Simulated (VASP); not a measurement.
# CoO (Fm-3m) in VASP: a series of runs, part 2 of 2

VASP 6.6.1. Earlier steps stand in the parts before.

**5. Single point, PBEsol, collinear spin, ferromagnetic start (volume scaled by 0.88)**

Contents of INCAR:

```
  PREC = Accurate
  ENCUT = 600
  EDIFF = 1E-6
  ISMEAR = 0
  SIGMA = 0.1
  LREAL = False
  LASPH = True
  NELM = 200
  ALGO = Normal
  ISIF = 2
  LWAVE = False
  LCHARG = True
  ISPIN = 2
  MAGMOM = 2.57 0.32
  LORBIT = 11
  LMAXMIX = 4
  GGA = PS
  LELF = True
  LVHAR = True
  NBANDS = 18
  GGA_COMPAT = False
```

Contents of KPOINTS:

```
regular mesh
0
Gamma
  18 18 18
```

Contents of POSCAR:

```
CoO
1.0
    0.0000000000      1.9965426456      1.9965426456
    1.9965426456      0.0000000000      1.9965426456
    1.9965426456      1.9965426456      0.0000000000
Co O
1 1
Direct
    0.0000000000      0.0000000000      0.0000000000
    0.5000000000      0.5000000000      0.5000000000
```

Started as:

```bash
$ cat potpaw_PBE.64/Co/POTCAR potpaw_PBE.64/O/POTCAR > POTCAR
$ mpirun -np 1 vasp_std > vasp.out
```

Run time: 2.5 min. Hardware: 1 thread of AMD EPYC 9R14 (Zen 4), shared host; peak memory 0.2 GiB.

The run converged. Its results:

| Item | Value |
| --- | --- |
| Free energy | -13.8467 eV |
| Pressure | 24.5 GPa |
| Net moment | 1.87 μB per cell |
| Site moments | Co +1.71; O +0.13 μB |
| Valence electrons inside the program's atomic spheres | Co 8.26; O 5.02 |

Levels at points of the mesh, in eV from the Fermi level:
Spin up:
```tsv
k point	band 7	band 8	band 9	band 10	band 11	band 12
(0.00, 0.00, 0.00)	-2.95	-2.88	-2.88	2.13	17.19	19.72
(0.50, 0.00, 0.00)	-1.22	1.00	1.00	5.37	11.20	14.69
(0.50, 0.50, 0.00)	-1.39	-1.38	-1.38	7.32	10.93	12.71
```
Spin down:
```
           k point  band 5  band 6  band 7  band 8  band 9  band 10
(0.00, 0.00, 0.00)   -1.67   -1.67   -1.67   -0.70   -0.70     2.46
(0.50, 0.00, 0.00)   -0.31   -0.31    0.08    2.78    2.78     5.56
(0.50, 0.50, 0.00)   -3.30   -0.05    0.09    0.09    0.86     7.90
```

Caveat: the PAW data sets were made with another functional, which shifts forces and pressure a little; a cell with one magnetic atom can't hold antiferromagnetic order, which such compounds often take; semilocal functionals often make such compounds metallic where correlation or magnetic order opens a gap, which also shifts bond lengths.

**6. Single point, PBEsol, collinear spin, ferromagnetic start (volume scaled by 0.91)**

Contents of INCAR:

```
SYSTEM = CoO
  ALGO = Normal
  EDIFF = 1E-6
  ENCUT = 600
  GGA = PS
  GGA_COMPAT = .False.
  ISIF = 2
  ISMEAR = 0
  ISPIN = 2
  LASPH = .True.
  LCHARG = .False.
  LMAXMIX = 4
  LORBIT = 11
  LREAL = .False.
  LWAVE = .False.
  MAGMOM = 2.57 0.32
  NBANDS = 18
  NELM = 200
  PREC = Accurate
  SIGMA = 0.1
```

Contents of KPOINTS:

```
k-points
0
Gamma
  18 18 18
  0 0 0
```

Contents of POSCAR:

```
CoO
1.0
    0.0000000000      2.0189775868      2.0189775868
    2.0189775868      0.0000000000      2.0189775868
    2.0189775868      2.0189775868      0.0000000000
Co O
1 1
Direct
    0.0000000000      0.0000000000      0.0000000000
    0.5000000000      0.5000000000      0.5000000000
```

Potentials or basis: VASP PAW PBE potentials, release 64 (Co, O).

Started as:

```bash
$ cat potpaw_PBE.64/Co/POTCAR potpaw_PBE.64/O/POTCAR > POTCAR
$ mpirun -np 1 vasp_std > vasp.out
```

OUTCAR:

```text
SYSTEM = CoO
   EDIFF = 1E-6
   ENCUT = 600
   GGA = PS
   ISIF = 2
   ISMEAR = 0
   ISPIN = 2
   LASPH = .True.
   LORBIT = 11
   LREAL = .False.
   NELM = 200
   PREC = Accurate

 ion  position               nearest neighbor table
   1  0.000  0.000  0.000-   2 2.02   2 2.02   2 2.02   2 2.02   2 2.02   2 2.02
   2  0.500  0.500  0.500-   1 2.02   1 2.02   1 2.02   1 2.02   1 2.02   1 2.02

  LATTYP: Found a face centered cubic cell.
 ALAT       =     4.0379551736

  Lattice vectors:

 A1 = (   0.0000000000,   2.0189775868,   2.0189775868)
 A2 = (   2.0189775868,   0.0000000000,   2.0189775868)
 A3 = (   2.0189775868,   2.0189775868,   0.0000000000)
[... 1221 lines left out ...]

 VOLUME and BASIS-vectors are now :
 -----------------------------------------------------------------------------
  energy-cutoff  :      600.00
  volume of cell :       16.46
      direct lattice vectors                 reciprocal lattice vectors
     0.000000000  2.018977587  2.018977587    -0.247650099  0.247650099  0.247650099
     2.018977587  0.000000000  2.018977587     0.247650099 -0.247650099  0.247650099
     2.018977587  2.018977587  0.000000000     0.247650099  0.247650099 -0.247650099

 POSITION                                       TOTAL-FORCE (eV/Angst)
 -----------------------------------------------------------------------------------
      0.00000      0.00000      0.00000         0.000000      0.000000      0.000000
      2.01898      2.01898      2.01898        -0.000000     -0.000000     -0.000000
 -----------------------------------------------------------------------------------
    total drift:                                0.000000     -0.000000     -0.000000

  FREE ENERGIE OF THE ION-ELECTRON SYSTEM (eV)
  ---------------------------------------------------
  free  energy   TOTEN  =       -13.9196682443 eV

  energy  without entropy=      -13.8988641901  energy(sigma->0) =      -13.90926622

 total charge

# of ion       s       p       d       tot
------------------------------------------
    1        0.345   0.477   7.337   8.159
    2        1.552   3.460   0.000   5.013
--------------------------------------------------
tot          1.897   3.937   7.337  13.171

 magnetization (x)

# of ion       s       p       d       tot
------------------------------------------
    1        0.021   0.019   1.964   2.005
    2        0.031   0.147   0.000   0.178
--------------------------------------------------
tot          0.052   0.166   1.964   2.183
```

OSZICAR:

```text
N       E                     dE             d eps       ncg     rms          rms(c)
DAV:   1     0.832847137735E+02    0.83285E+02   -0.73149E+03 14802   0.112E+03
DAV:   2    -0.110930585907E+02   -0.94378E+02   -0.81993E+02 14806   0.245E+02
DAV:   3    -0.160955772527E+02   -0.50025E+01   -0.48419E+01 16404   0.585E+01
DAV:   4    -0.161430370661E+02   -0.47460E-01   -0.47414E-01 17386   0.541E+00
DAV:   5    -0.161439563901E+02   -0.91932E-03   -0.91914E-03 17472   0.744E-01    0.184E+01
DAV:   6    -0.147399388917E+02    0.14040E+01   -0.11881E+01 18134   0.583E+01    0.175E+01
DAV:   7    -0.139826925093E+02    0.75725E+00   -0.35553E+00 17856   0.392E+01    0.775E+00
DAV:   8    -0.139255730140E+02    0.57119E-01   -0.23762E-01 19428   0.605E+00    0.366E+00
DAV:   9    -0.139202198926E+02    0.53531E-02   -0.10607E-02 18666   0.106E+00    0.524E-01
DAV:  10    -0.139195928897E+02    0.62700E-03   -0.57400E-03 16536   0.118E+00    0.278E-01
DAV:  11    -0.139196847751E+02   -0.91885E-04   -0.36998E-04 20358   0.347E-01    0.144E-01
DAV:  12    -0.139196805697E+02    0.42054E-05   -0.11902E-04 18856   0.168E-01    0.568E-02
DAV:  13    -0.139196792205E+02    0.13492E-05   -0.13917E-05 17902   0.410E-02    0.562E-02
DAV:  14    -0.139196678930E+02    0.11328E-04   -0.59049E-06 18006   0.443E-02    0.161E-02
DAV:  15    -0.139196682443E+02   -0.35132E-06   -0.73395E-07  8970   0.957E-03
   1 F= -.13919668E+02 E0= -.13909266E+02  d E =-.208041E-01  mag=     2.2161
```

stdout:

```text
POSCAR found type information on POSCAR CoO
 POSCAR found :  2 types and       2 ions
 scaLAPACK will be used
 -----------------------------------------------------------------------------
|                                                                             |
|                                                                             |
|     You enforced a specific xc type in the INCAR file but a different       |
|     I HOPE YOU KNOW WHAT YOU ARE DOING!                                     |
|                                                                             |
 -----------------------------------------------------------------------------

 LDA part: xc-table for (Slater+PW92), standard interpolation
 POSCAR, INCAR and KPOINTS ok, starting setup
 FFT: planning ... GRIDC
 FFT: planning ... GRID_SOFT
 FFT: planning ... GRID
 WAVECAR not read
 entering main loop
```

It took 2.2 min on 1 thread of AMD EPYC 9R14 (Zen 4), shared host; peak memory 0.2 GiB.

Results:

```
Free energy                                           : -13.9197 eV
Pressure                                              : 18.0 GPa
Net moment                                            : 2.22 μB per cell
Site moments                                          : Co +2.00; O +0.18 μB
Valence electrons inside the program's atomic spheres : Co 8.16; O 5.01
```

Levels at points of the mesh, in eV from the Fermi level:
Spin up:
| k point | band 5 | band 6 | band 7 | band 8 | band 9 | band 10 | band 11 | band 12 | band 13 | band 14 |
| --- | --- | --- | --- | --- | --- | --- | --- | --- | --- | --- |
| (0.00, 0.00, 0.00) | -3.08 | -3.08 | -3.08 | -3.07 | -3.07 | 1.84 | 17.06 | 19.33 | 19.33 | 19.33 |
| (0.50, 0.00, 0.00) | -2.01 | -2.01 | -1.43 | 0.74 | 0.74 | 5.24 | 10.80 | 14.39 | 14.39 | 22.60 |
| (0.50, 0.50, 0.00) | -4.36 | -2.56 | -1.70 | -1.62 | -1.62 | 6.96 | 10.67 | 12.41 | 17.53 | 17.53 |
Spin down:
```
           k point  band 4  band 5  band 6  band 7  band 8  band 9
(0.00, 0.00, 0.00)   -3.65   -1.55   -1.55   -1.55   -0.54   -0.54
(0.50, 0.00, 0.00)   -6.15   -0.25   -0.25    0.12    2.79    2.79
(0.50, 0.50, 0.00)   -5.08   -3.09    0.08    0.12    0.12    0.91
```

Caveat: the PAW data sets were made with another functional, which shifts forces and pressure a little; a cell with one magnetic atom can't hold antiferromagnetic order, which such compounds often take; semilocal functionals often make such compounds metallic where correlation or magnetic order opens a gap, which also shifts bond lengths.

**7. Overview**

| task | cell | k mesh | cutoff (eV) | smearing | gap on the mesh (eV) | pressure (GPa) | moment (μB) |
| --- | --- | --- | --- | --- | --- | --- | --- |
| relaxation of cell and atoms | relaxed from a = 3.014 Å, angles 60.0°, 2 atoms | 8 × 8 × 8 | 600 | gaussian 0.1 eV | none | 0.2 | 2.80 |
| single point | a = 2.946 Å, angles 60.0°, 2 atoms | 24 × 24 × 24 | 520 | gaussian 0.15 eV | none | -0.8 | 2.69 |
| single point | a = 3.014 Å, angles 60.0°, 2 atoms | 16 × 16 × 16 | 600 | gaussian 0.1 eV | none | -11.4 | 2.96 |
| single point | a = 2.824 Å, angles 60.0°, 2 atoms | 18 × 18 × 18 | 600 | gaussian 0.1 eV | none | 24.5 | 1.87 |
| single point | a = 2.855 Å, angles 60.0°, 2 atoms | 18 × 18 × 18 | 600 | gaussian 0.1 eV | none | 18.0 | 2.22 |

Alike in all rows: level PBEsol; potentials or basis VASP PAW PBE potentials, release 64 (Co, O); spin collinear, ferromagnetic start.

Caveats: the PAW data sets were made with another functional, which shifts forces and pressure a little; a cell with one magnetic atom can't hold antiferromagnetic order, which such compounds often take; semilocal functionals often make such compounds metallic where correlation or magnetic order opens a gap, which also shifts bond lengths.

Absolute energies hang on the potentials; compare differences alone.
